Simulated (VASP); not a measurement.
# CdSe (F-43m) in VASP: G0W0 quasiparticle levels with HSE06

Aim: the G0W0 quasiparticle levels of CdSe with HSE06.

All numbers are computed with VASP 6.6.1; they aren't measurements. Logs are shortened: lines on timing, memory, paths and dates and some standing lists are left out, and cuts for length are marked.

**1. The cell of the first run**

The structure is cubic, space group F-43m (No. 216). The conventional cell has a = 6.136 Å, b = 6.136 Å, c = 6.136 Å, α = 90.00°, β = 90.00°, γ = 90.00°. Cd (site symmetry -43m) has 4 Se at 2.66 Å within 3.5 Å. Within 3.5 Å of Se (site symmetry -43m) lie 4 Cd at 2.66 Å.

**2. G0W0 quasiparticle levels, HSE06**

The input, POSCAR:

```
CdSe
1.0
    0.0000000000      3.0677809647      3.0677809647
    3.0677809647      0.0000000000      3.0677809647
    3.0677809647      3.0677809647      0.0000000000
Cd Se
1 1
Direct
    0.0000000000      0.0000000000      0.0000000000
    0.2500000000      0.2500000000      0.2500000000
```

The input, INCAR.step1:

```
ALGO = Normal
EDIFF = 1E-5
ENCUT = 500
GGA = PE
ISIF = 2
ISMEAR = 0
LASPH = T
LCHARG = F
LREAL = F
LWAVE = T
NELM = 100
PREC = Accurate
SIGMA = 0.02
```

The input, INCAR.step2:

```
ALGO = Normal
EDIFF = 1E-8
ENCUT = 500
GGA = PE
HFSCREEN = 0.2
ISMEAR = 0
ISTART = 1
LASPH = T
LCHARG = F
LHFCALC = T
LREAL = F
LWAVE = T
NELM = 100
PREC = Accurate
PRECFOCK = Fast
SIGMA = 0.01
```

The input, INCAR.step3:

```
ALGO = Exact
EDIFF = 1E-8
ENCUT = 500
GGA = PE
HFSCREEN = 0.2
ISMEAR = 0
ISTART = 1
LASPH = T
LCHARG = F
LHFCALC = T
LOPTICS = T
LREAL = F
LWAVE = T
NBANDS = 54
NELM = 1
PREC = Accurate
PRECFOCK = Fast
SIGMA = 0.01
```

The input, INCAR.step4:

```
ALGO = EVGW0
EDIFF = 1E-8
ENCUT = 500
ENCUTGW = 120.0
GGA = PE
HFSCREEN = 0.2
ISMEAR = 0
ISTART = 1
LASPH = T
LCHARG = F
LHFCALC = T
LREAL = F
LWAVE = F
NBANDS = 54
NBANDSGW = 17
NELMGW = 1
NOMEGA = 48
PREC = Accurate
PRECFOCK = Fast
SIGMA = 0.01
```

The input, KPOINTS:

```
k-points
0
Gamma
  4 4 4
```

Potentials or basis: VASP PAW PBE potentials, release 64 (Cd_GW, Se_GW).

Started as:

```
> cat potpaw_PBE.64/Cd_GW/POTCAR potpaw_PBE.64/Se_GW/POTCAR > POTCAR
> cp INCAR.step1 INCAR
> mpirun -np 1 vasp_std > vasp.out
> cp INCAR.step2 INCAR
> mpirun -np 1 vasp_std > vasp.out
> cp INCAR.step3 INCAR
> mpirun -np 1 vasp_std > vasp.out
> cp INCAR.step4 INCAR
> mpirun -np 1 vasp_std > vasp.out
```

OUTCAR:

```text
EDIFF = 1E-8
   ENCUT = 500
   ENCUTGW = 120.0
   GGA = PE
   HFSCREEN = 0.2
   ISMEAR = 0
   ISTART = 1
   LASPH = T
   LHFCALC = T
   LREAL = F
   NELMGW = 1
   PREC = Accurate
   PRECFOCK = Fast

 ion  position               nearest neighbor table
   1  0.000  0.000  0.000-   2 2.66   2 2.66   2 2.66   2 2.66
   2  0.250  0.250  0.250-   1 2.66   1 2.66   1 2.66   1 2.66

  LATTYP: Found a face centered cubic cell.
 ALAT       =     6.1355619294

  Lattice vectors:

 A1 = (   0.0000000000,   3.0677809647,   3.0677809647)
 A2 = (   3.0677809647,   0.0000000000,   3.0677809647)
 A3 = (   3.0677809647,   3.0677809647,   0.0000000000)

Analysis of symmetry for initial positions (statically):
=====================================================================
 Subroutine PRICEL returns:
 Original cell was already a primitive cell.

 Routine SETGRP: Setting up the symmetry group for a
 face centered cubic supercell.

 Subroutine GETGRP returns: Found 24 space group operations
 (whereof 24 operations were pure point group operations)
 out of a pool of 48 trial point group operations.

The static configuration has the point symmetry T_d .

Analysis of symmetry for dynamics (positions and initial velocities):
=====================================================================
 Subroutine PRICEL returns:
 Original cell was already a primitive cell.

 Routine SETGRP: Setting up the symmetry group for a
 face centered cubic supercell.

 Subroutine GETGRP returns: Found 24 space group operations
 (whereof 24 operations were pure point group operations)
 out of a pool of 48 trial point group operations.

The dynamic configuration has the point symmetry T_d .

 Subroutine INISYM returns: Found 24 space group operations
 (whereof 24 operations are pure point group operations),
 and found     1 'primitive' translations

----------------------------------------------------------------------------------------

                                     Primitive cell

  volume of cell :      57.7435

  direct lattice vectors                    reciprocal lattice vectors
     0.000000000  3.067780965  3.067780965    -0.162984257  0.162984257  0.162984257
     3.067780965  0.000000000  3.067780965     0.162984257 -0.162984257  0.162984257
     3.067780965  3.067780965  0.000000000     0.162984257  0.162984257 -0.162984257

  length of vectors
     4.338497447  4.338497447  4.338497447     0.282297013  0.282297013  0.282297013

  position of ions in fractional coordinates (direct lattice)
     0.000000000  0.000000000  0.000000000
     0.250000000  0.250000000  0.250000000

  ion indices of the primitive-cell ions
   primitive index   ion index
                 1           1
                 2           2

----------------------------------------------------------------------------------------

 KPOINTS: k-points

Automatic generation of k-mesh.
 Grid dimensions read from file:
 generate k-points for:    4    4    4

 Generating k-lattice:

  Cartesian coordinates                     Fractional coordinates (reciprocal lattice)
    -0.040746064  0.040746064  0.040746064     0.250000000  0.000000000  0.000000000
     0.040746064 -0.040746064  0.040746064     0.000000000  0.250000000  0.000000000
     0.040746064  0.040746064 -0.040746064     0.000000000  0.000000000  0.250000000

  Length of vectors
     0.070574253  0.070574253  0.070574253

  Shift w.r.t. Gamma in fractional coordinates (k-lattice)
     0.000000000  0.000000000  0.000000000

 Subroutine IBZKPT returns following result:
 ===========================================

 Found      8 irreducible k-points:

 Following reciprocal coordinates:
            Coordinates               Weight
  0.000000  0.000000  0.000000      1.000000
  0.250000  0.000000  0.000000      8.000000
  0.500000  0.000000  0.000000      4.000000
  0.250000  0.250000  0.000000      6.000000
  0.500000  0.250000  0.000000     24.000000
 -0.250000  0.250000  0.000000     12.000000
  0.500000  0.500000  0.000000      3.000000
 -0.250000  0.500000  0.250000      6.000000
   k-points           NKPTS =      8   k-points in BZ     NKDIM =     64   number of bands    NBANDS=     54
   number of dos      NEDOS =    301   number of ions     NIONS =      2
   total plane-waves  NPLWV =  32768
   dimension x,y,z NGX =    32 NGY =   32 NGZ =   32
   dimension x,y,z NGXF=    64 NGYF=   64 NGZF=   64
   ions per type =               1   1
   NGX,Y,Z   is equivalent  to a cutoff of  12.26, 12.26, 12.26 a.u.
   NGXF,Y,Z  is equivalent  to a cutoff of  24.52, 24.52, 24.52 a.u.
 SYSTEM =  unknown system
   PREC   = accura    normal or accurate (medium, high low for compatibility)
   ISTART =      1    job   : 0-new  1-cont  2-samecut
   ICHARG =      0    charge: 1-file 2-atom 10-const
   ISPIN  =      1    spin polarized calculation?
   LNONCOLLINEAR =      F non collinear calculations
   LSORBIT =      F    spin-orbit coupling
   LASPH  =      T    aspherical Exc in radial PAW
   ENCUT  =  500.0 eV  36.75 Ry    6.06 a.u.   7.91  7.91  7.91*2*pi/ulx,y,z
   NELM   =     60;   NELMIN=  2; NELMDL=  0     # of ELM steps
   EDIFF  = 0.1E-07   stopping-criterion for ELM
   LREAL  =      F    real-space projection
   EDIFFG = 0.1E-06   stopping-criterion for IOM
   NSW    =      0    number of steps for IOM
   IBRION =     -1    ionic relax: 0-MD 1-quasi-New 2-CG
   NFREE  =      0    steps in history (QN), initial steepest desc. (CG)
   ISIF   =      0    stress and relaxation
   ISYM   =      3    0-nonsym 1-usesym 2-fastsym
   POTIM  = 0.5000    time-step for ionic-motion
   TEBEG  =    0.0;   TEEND  =   0.0 temperature during run
   PSTRESS=    0.0 pullay stress
   NELECT =      18.0000    total number of electrons
   NUPDOWN=      -1.0000    fix difference up-down
   EMIN   =  10.00;   EMAX   =-10.00  energy-range for DOS
   EFERMI =   0.00;   METHOD = LEGACY
   ISMEAR =     0;   SIGMA  =   0.01  broadening in eV -4-tet -1-fermi 0-gaus
   EFERMI_NEDOS =   21; number of points for ismear=-14 and -15
   IALGO  =     38    algorithm
   IMIX   =      1    mixing-type and parameters
     AMIX     =   0.40;   BMIX     =  1.00
     AMIX_MAG =   1.60;   BMIX_MAG =  1.00
  volume/ion in A,a.u.               =      28.87       194.84
  Fermi-wavevector in a.u.,A,eV,Ry     =   1.110021  2.097636 16.764382  1.232147
  Thomas-Fermi vector in A             =   2.246568
   LORBIT       =      0    0 simple, 1 ext, 2 COOP (PROOUT), +10 PAW based schemes
   GGA     = PE    functional components
   LHFCALC =     T    Hartree Fock is set to
   PRECFOCK=fast      Normal, Fast or Accurate (Low or Medium for compatibility)
   ENCUT4O =  -1.0   cutoff for four orbital integrals eV
   NKREDX  =     1    reduce k-point grid by
   NKREDY  =     1    reduce k-point grid by
   NKREDZ  =     1    reduce k-point grid by
   AEXX    =    1.0000 exact exchange contribution
   HFSCREEN=    0.0000 screening length (either q_TF or 0.3 A-1)
   HFSCREENC=   0.2000 screening length for correlation (either q_TF or 0.3 A-1)
   ENCUTFOCK=  -1.0 apply spherical cutoff to Coloumb kernel
   IVDW    =     0    specifies the selected vdW correction
   LEPSILON=     F    determine dielectric tensor
   LRPA    =     F    only Hartree local field effects (RPA)
   LRPAFORCE           =     F    calculate RPA forces
   ENCUTGW             = 120.0    cutoff for response function in eV
   ENCUTGWSOFT         =  96.0    soft cutoff for Coulomb kernel in GW response function in eV
   ENCUTLF             =  -1.0    cutoff for local field effects
   NELMGW              =     1    number of iterations in solving QP/BSE equation
   NELMHF              =     1    number of iterations in the inner HF iteration
   NKREDLFX            =     1    NKREDLFY  =   1   NKREDLFZ  =   1
 non-spin polarized calculation
 Gauss-broadening in eV      SIGMA  =   0.01
  energy-cutoff  :      500.00
  volume of cell :       57.74
 maximum number of plane-waves:      1476
  NGX = 18; NGY = 18; NGZ = 18
 maximum number of plane-waves:       190
 NGX is ok and might be reduce to    18

 QP shifts <psi_nk| G(iteration)W_0 |psi_nk>: iteration 1
 for sc-GW calculations column KS-energies equals QP-energies in previous step
 and V_xc(KS)=  KS-energies - (<T + V_ion + V_H > + <T+V_H+V_ion>^1  + <V_x>^1)

 k-point   1 :       0.0000    0.0000    0.0000
  band No.  KS-energies  QP-energies   sigma(KS)   V_xc(KS)     V^pw_x(r,r')   Z            occupation Imag(sigma)

      1     -12.2383     -11.3986     -12.8173     -14.1121     -19.6561       0.6485       2.0000       1.0618
      2      -7.8122      -7.9312     -17.4393     -17.2712     -23.1040       0.7081       2.0000       0.6381
      3      -7.8122      -7.9312     -17.4393     -17.2712     -23.1040       0.7081       2.0000       0.6381
      4      -7.8122      -7.9312     -17.4393     -17.2712     -23.1040       0.7081       2.0000       0.6381
      5      -7.4636      -7.6351     -17.7724     -17.5324     -23.3428       0.7146       2.0000       0.5876
      6      -7.4636      -7.6351     -17.7724     -17.5324     -23.3428       0.7146       2.0000       0.5876
[... 9 lines left out ...]
     16      13.4960      13.7911      -8.4245      -8.8093      -4.2297       0.7670       0.0000      -0.2227
     17      14.4024      14.2312      -6.4347      -6.2126      -1.8836       0.7707       0.0000      -0.3483

 k-point   2 :       0.2500    0.0000    0.0000
  band No.  KS-energies  QP-energies   sigma(KS)   V_xc(KS)     V^pw_x(r,r')   Z            occupation Imag(sigma)

      1     -12.0494     -11.2075     -13.0804     -14.3352     -19.8412       0.6710       2.0000       1.0762
      2      -7.7621      -7.8845     -17.4953     -17.3228     -23.1563       0.7099       2.0000       0.6329
      3      -7.7621      -7.8845     -17.4953     -17.3228     -23.1563       0.7099       2.0000       0.6329
      4      -7.5838      -7.6966     -17.3368     -17.1792     -22.9411       0.7155       2.0000       0.6258
      5      -7.4621      -7.6343     -17.7747     -17.5344     -23.3475       0.7169       2.0000       0.5888
      6      -7.4621      -7.6343     -17.7747     -17.5344     -23.3475       0.7169       2.0000       0.5888
[... 9 lines left out ...]
     16      12.4180      12.2447      -6.3132      -6.0873      -1.9046       0.7673       0.0000      -0.2135
     17      15.8010      15.8582      -7.3519      -7.4262      -2.5314       0.7697       0.0000      -0.4349

 k-point   3 :       0.5000    0.0000    0.0000
  band No.  KS-energies  QP-energies   sigma(KS)   V_xc(KS)     V^pw_x(r,r')   Z            occupation Imag(sigma)
[... 85 lines left out ...]
      1     -11.7442     -10.9036     -13.5657     -14.7664     -20.2286       0.7001       2.0000       1.0819
      2      -7.6113      -7.7691     -17.4384     -17.2164     -22.9957       0.7107       2.0000       0.6069
      3      -7.5779      -7.7197     -17.7527     -17.5550     -23.4006       0.7170       2.0000       0.6149
      4      -7.5779      -7.7197     -17.7527     -17.5550     -23.4006       0.7170       2.0000       0.6149
      5      -7.4127      -7.5819     -17.8327     -17.5975     -23.4176       0.7197       2.0000       0.5885
      6      -7.0613      -7.1353     -17.4295     -17.3271     -22.9639       0.7220       2.0000       0.5960
[... 9 lines left out ...]
     16      15.7401      16.0101      -8.5023      -8.8510      -3.9721       0.7744       0.0000      -0.3991
     17      15.7401      16.0101      -8.5023      -8.8510      -3.9721       0.7744       0.0000      -0.3991

 k-point   8 :      -0.2500    0.5000    0.2500
  band No.  KS-energies  QP-energies   sigma(KS)   V_xc(KS)     V^pw_x(r,r')   Z            occupation Imag(sigma)

      1     -11.7456     -10.8986     -13.5608     -14.7677     -20.2325       0.7018       2.0000       1.0802
      2      -7.6412      -7.7816     -17.6654     -17.4692     -23.3146       0.7161       2.0000       0.6265
      3      -7.6323      -7.7722     -17.5724     -17.3764     -23.1937       0.7136       2.0000       0.6143
      4      -7.4989      -7.6661     -17.7559     -17.5225     -23.3452       0.7163       2.0000       0.6007
      5      -7.4575      -7.6264     -17.7516     -17.5159     -23.3270       0.7165       2.0000       0.5894
      6      -6.9504      -7.0214     -17.6142     -17.5161     -23.1560       0.7236       2.0000       0.5842
[... 9 lines left out ...]
     16      15.4589      15.7917      -8.3176      -8.7483      -3.6744       0.7727       0.0000      -0.3980
     17      15.6173      16.0088      -9.0594      -9.5678      -4.4256       0.7702       0.0000      -0.4455
```

Wall time 20 min (1 thread of Intel Xeon 6975P-C (Granite Rapids), shared host); peak memory 1 GiB.

Results:

- Quasiparticle gap: 1.73 eV
- Least direct quasiparticle gap: 1.73 eV
- Band gap of the starting levels on the mesh: 1.49 eV
- Least direct gap of the starting levels on the mesh: 1.49 eV

Caveat: the k points lie up to 0.44 Å⁻¹ apart; bands, screening cutoff and mesh are small and nothing is extrapolated, so the quasiparticle values aren't converged.
